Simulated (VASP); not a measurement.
# MnO (P6_3mc) in VASP: further runs

Runs on MnO. Level: PBEsol. Tasks: single point.

All numbers are computed with VASP 6.6.1; they aren't measurements. Logs are shortened: lines on timing, memory, paths and dates and some standing lists are left out, and cuts for length are marked.

## Step 1: The cell of the first run

The structure is hexagonal, space group P6_3mc (No. 186). Conventional cell: a = 3.393 Å, b = 3.393 Å, c = 5.317 Å, α = 90.00°, β = 90.00°, γ = 120.00°. Mn (site symmetry 3m) has 4 O at 2.05 to 2.07 Å within 2.7 Å. O (site symmetry 3m) has 4 Mn at 2.05 to 2.07 Å within 2.7 Å.

## Step 2: Single point, PBEsol, collinear spin, ferromagnetic start

INCAR

```
ALGO = Normal
EDIFF = 1E-6
ENCUT = 520
GGA = PS
ISIF = 2
ISMEAR = 0
ISPIN = 2
LASPH = True
LCHARG = True
LELF = True
LMAXMIX = 4
LORBIT = 11
LREAL = False
LVHAR = True
LWAVE = False
MAGMOM = 4.21 4.21 0.24 0.24
NBANDS = 31
NELM = 150
PREC = Accurate
SIGMA = 0.1
```

KPOINTS

```
k-points
0
Gamma
  12 12 8
```

POSCAR

```
MnO
1.0
    3.3928156529      0.0000000000      0.0000000000
   -1.6964078264      2.9382645458      0.0000000000
    0.0000000000      0.0000000000      5.3165058452
Mn O
2 2
Direct
    0.3333333333      0.6666666667     -0.0011595942
    0.6666666667      0.3333333333      0.4988404058
    0.3333333333      0.6666666667      0.3875895942
    0.6666666667      0.3333333333      0.8875895942
```

Potentials or basis: VASP PAW PBE potentials, release 64 (Mn_pv, O).

On the command line:

```bash
$ cat potpaw_PBE.64/Mn_pv/POTCAR potpaw_PBE.64/O/POTCAR > POTCAR
$ mpirun -np 1 vasp_std > vasp.out
```

OUTCAR:

```text
EDIFF = 1E-6
   ENCUT = 520
   GGA = PS
   ISIF = 2
   ISMEAR = 0
   ISPIN = 2
   LASPH = True
   LORBIT = 11
   LREAL = False
   NELM = 150
   PREC = Accurate

 ion  position               nearest neighbor table
   1  0.333  0.667  0.999-   4 2.05   4 2.05   4 2.05   3 2.07
   2  0.667  0.333  0.499-   3 2.05   3 2.05   3 2.05   4 2.07
   3  0.333  0.667  0.388-   2 2.05   2 2.05   2 2.05   1 2.07
   4  0.667  0.333  0.888-   1 2.05   1 2.05   1 2.05   2 2.07

  LATTYP: Found a hexagonal cell.
 ALAT       =     3.3928156529
 C/A-ratio  =     1.5669893060

  Lattice vectors:

 A1 = (   3.3928156529,   0.0000000000,   0.0000000000)
 A2 = (  -1.6964078264,   2.9382645458,   0.0000000000)
 A3 = (   0.0000000000,   0.0000000000,   5.3165058452)

Analysis of symmetry for initial positions (statically):
=====================================================================
 Subroutine PRICEL returns:
 Original cell was already a primitive cell.

 Routine SETGRP: Setting up the symmetry group for a
 hexagonal supercell.

 Subroutine GETGRP returns: Found 12 space group operations
 (whereof  6 operations were pure point group operations)
 out of a pool of 24 trial point group operations.

The static configuration has the point symmetry C_3v.
 The point group associated with its full space group is C_6v.

Analysis of symmetry for dynamics (positions and initial velocities):
=====================================================================
 Subroutine PRICEL returns:
 Original cell was already a primitive cell.

 Routine SETGRP: Setting up the symmetry group for a
 hexagonal supercell.

 Subroutine GETGRP returns: Found 12 space group operations
 (whereof  6 operations were pure point group operations)
 out of a pool of 24 trial point group operations.

The dynamic configuration has the point symmetry C_3v.
 The point group associated with its full space group is C_6v.

Analysis of structural, dynamic, and magnetic symmetry:
=====================================================================
 Subroutine PRICEL returns:
 Original cell was already a primitive cell.

 Routine SETGRP: Setting up the symmetry group for a
 hexagonal supercell.

 Subroutine GETGRP returns: Found 12 space group operations
 (whereof  6 operations were pure point group operations)
 out of a pool of 24 trial point group operations.

The overall configuration has the point symmetry C_3v.
[... 131 lines left out ...]
   AEXX    =    0.0000 exact exchange contribution
   IVDW    =     0    specifies the selected vdW correction
   LEPSILON=     F    determine dielectric tensor
   LRPA    =     F    only Hartree local field effects (RPA)
 spin polarized calculation
 Gauss-broadening in eV      SIGMA  =   0.10
  energy-cutoff  :      520.00
  volume of cell :       53.00
 maximum number of plane-waves:      1456
 NGX is ok and might be reduce to    28
   NGX = 13   NGY = 13   NGZ = 19

 number of electron      37.9999991 magnetization      10.0052040

 number of electron      37.9999991 magnetization       9.9895258

 Free energy of the ion-electron system (eV)
  ---------------------------------------------------
  ext. energy  EPLUGINS =         0.00000000
  ---------------------------------------------------
  free energy    TOTEN  =       -34.32158566 eV

  energy without entropy =      -34.31921208  energy(sigma->0) =      -34.32039887

 E-fermi :   5.7694     XC(G=0): -10.8272

 val. band max:        5.7370712718   @ k =   0.0000   0.0000   0.2500
 cond. band min:       5.7750897295   @ k =   0.0833   0.0000   0.1250
 fundamental gap:      0.0380184577
 Fermi energy:         5.7694351343

 spin component 1

 k-point     1 :       0.0000    0.0000    0.0000
  band No.  band energies     occupation
      1     -44.7240      1.00000
      2     -44.6867      1.00000
      3     -44.6802      1.00000
      4     -44.6802      1.00000
      5     -44.6738      1.00000
      6     -44.6738      1.00000
[... 805 lines left out ...]
     30      15.8221      0.00000
     31      16.9707      0.00000

 [... further k-points ...]

 spin component 2

 k-point     1 :       0.0000    0.0000    0.0000
  band No.  band energies     occupation
      1     -40.0606      1.00000
      2     -40.0115      1.00000
      3     -40.0081      1.00000
      4     -40.0081      1.00000
      5     -39.9999      1.00000
      6     -39.9999      1.00000
[... 805 lines left out ...]
     30      17.5734      0.00000
     31      18.4440      0.00000

 [... further k-points ...]

------------------------ aborting loop because EDIFF is reached ----------------------------------------

  FORCE on cell =-STRESS in cart. coord.  units (eV):
  Direction    XX          YY          ZZ          XY          YZ          ZX
  --------------------------------------------------------------------------------------
  -------------------------------------------------------------------------------------
  Total        0.1398046      0.1398046      0.1004082      0.0000000     -0.0000000      0.0000000
  in kB        4.2262432      4.2262432      3.0353036      0.0000000     -0.0000000      0.0000000
  external PRESSURE =       3.8292634 kB  Pullay stress =       0.0000000 kB

 VOLUME and BASIS-vectors are now :
 -----------------------------------------------------------------------------
  energy-cutoff  :      520.00
  volume of cell :       53.00
      direct lattice vectors                 reciprocal lattice vectors
     3.392815653  0.000000000  0.000000000     0.294740446  0.170168476  0.000000000
    -1.696407826  2.938264546  0.000000000     0.000000000  0.340336952  0.000000000
     0.000000000  0.000000000  5.316505845     0.000000000  0.000000000  0.188093464

 POSITION                                       TOTAL-FORCE (eV/Angst)
 -----------------------------------------------------------------------------------
     -0.00000      1.95884      5.31034         0.000000     -0.000000     -0.001895
      1.69641      0.97942      2.65209        -0.000000      0.000000     -0.001895
     -0.00000      1.95884      2.06062        -0.000000      0.000000      0.001895
      1.69641      0.97942      4.71888        -0.000000      0.000000      0.001895
 -----------------------------------------------------------------------------------
    total drift:                               -0.000000      0.000000      0.000053

  FREE ENERGIE OF THE ION-ELECTRON SYSTEM (eV)
  ---------------------------------------------------
  free  energy   TOTEN  =       -34.3215856620 eV

  energy  without entropy=      -34.3192120759  energy(sigma->0) =      -34.32039887

 total charge

# of ion       s       p       d       tot
------------------------------------------
    1        0.242   6.231   4.950  11.423
    2        0.242   6.231   4.950  11.423
    3        1.551   3.439   0.000   4.989
    4        1.551   3.439   0.000   4.989
--------------------------------------------------
tot          3.585  19.339   9.901  32.824

 magnetization (x)

# of ion       s       p       d       tot
------------------------------------------
    1        0.037   0.062   4.308   4.407
    2        0.037   0.062   4.308   4.407
    3        0.020   0.180   0.000   0.199
    4        0.020   0.180   0.000   0.199
--------------------------------------------------
tot          0.114   0.483   8.616   9.212
```

Run time: 8.5 min. Hardware: 1 thread of Oxide Virtual Turin-like, shared host; peak memory 0.31 GiB.

What came out:

| Item | Value |
| --- | --- |
| Free energy | -34.3216 eV |
| Pressure | 0.4 GPa |
| Band gap on the k mesh | zero (filled and empty bands overlap) |
| Net moment | 9.99 μB per cell |
| Site moments | Mn +4.41; O +0.20 μB |
| Valence electrons inside the program's atomic spheres | Mn 11.42; O 4.99 |

Caveat: the PAW data sets were made with another functional, which shifts forces and pressure a little; semilocal functionals often make such compounds metallic where correlation or magnetic order opens a gap, which also shifts bond lengths; the run started ferromagnetic, and an antiferromagnetic order may lie lower in energy.

## Step 3: Single point, PBEsol, collinear spin, ferromagnetic start (13.65 Å³/atom)

This run uses another cell than the first one, of 13.65 Å³/atom.

INCAR

```
ALGO = Normal
EDIFF = 1E-6
ENCUT = 520
GGA = PS
ISIF = 2
ISMEAR = 0
ISPIN = 2
LASPH = True
LCHARG = False
LMAXMIX = 4
LORBIT = 11
LREAL = False
LWAVE = False
MAGMOM = 4.32 4.32 0.25 0.25
NBANDS = 31
NELM = 150
PREC = Accurate
SIGMA = 0.1
```

KPOINTS is that of step 2.

POSCAR

```
MnO
1.0
    3.4190874981      0.0000000000      0.0000000000
   -1.7095437490      2.9610166311      0.0000000000
    0.0000000000      0.0000000000      5.3921705062
Mn O
2 2
Direct
    0.3333333333      0.6666666667     -0.0002236410
    0.6666666667      0.3333333333      0.4997763590
    0.3333333333      0.6666666667      0.3866536410
    0.6666666667      0.3333333333      0.8866536410
```

Potentials or basis: VASP PAW PBE potentials, release 64 (Mn_pv, O).

On the command line:

```bash
$ cat potpaw_PBE.64/Mn_pv/POTCAR potpaw_PBE.64/O/POTCAR > POTCAR
$ mpirun -np 1 vasp_std > vasp.out
```

It took 7.9 min on 1 thread of Oxide Virtual Turin-like, shared host; peak memory 0.31 GiB.

The run converged. Its results:

| Quantity | Value |
| --- | --- |
| Free energy | -34.3096 eV |
| Pressure | -3.1 GPa |
| Largest force | 0.008 eV/Å |
| Band gap on the k mesh | zero (filled and empty bands overlap) |
| Net moment | 10.00 μB per cell |
| Site moments | Mn +4.42; O +0.19 μB |
| Valence electrons inside the program's atomic spheres | Mn 11.39; O 4.97 |

Forces in eV/Å, atoms in the order of the input:
```
Mn   0.000  0.000  0.008
Mn   0.000  0.000  0.008
O    0.000  0.000 -0.008
O    0.000  0.000 -0.008
```

Stress tensor (GPa, compression positive):
```
-3.08  0.00  0.00
 0.00 -3.08  0.00
 0.00  0.00 -3.24
```

Levels at points of the mesh, in eV from the Fermi level:
Spin up:
```
           k point  band 22  band 23  band 24  band 25  band 26  band 27
(0.00, 0.00, 0.00)    -0.70    -0.36     0.07     0.07     3.52     5.35
(0.50, 0.00, 0.00)    -1.92    -0.94    -0.92     3.85     4.21     5.77
(0.00, 0.00, 0.50)    -0.34    -0.34    -0.34     1.08     1.08     8.16
(0.50, 0.00, 0.50)    -1.36    -1.22    -1.22     3.72     3.72     6.05
```
Spin down:
```tsv
k point	band 11	band 12	band 13	band 14	band 15	band 16	band 17	band 18
(0.00, 0.00, 0.00)	-4.85	-4.77	-4.77	-4.57	-0.13	1.04	1.04	1.54
(0.50, 0.00, 0.00)	-5.07	-4.62	-4.60	-4.52	0.27	0.84	1.10	1.40
(0.00, 0.00, 0.50)	-4.83	-4.83	-4.83	-4.83	1.49	1.49	1.49	1.49
(0.50, 0.00, 0.50)	-4.64	-4.64	-4.62	-4.62	0.94	0.94	1.59	1.59
```

Caveat: the cell stands under tension; the PAW data sets were made with another functional, which shifts forces and pressure a little; semilocal functionals often make such compounds metallic where correlation or magnetic order opens a gap, which also shifts bond lengths; the run started ferromagnetic, and an antiferromagnetic order may lie lower in energy. With open d or f shells a metallic result of PBEsol can be an artefact of self-interaction; +U or a hybrid may open a gap.

The gap in the log of VASP goes by the Fermi energy; the results here count the filled bands.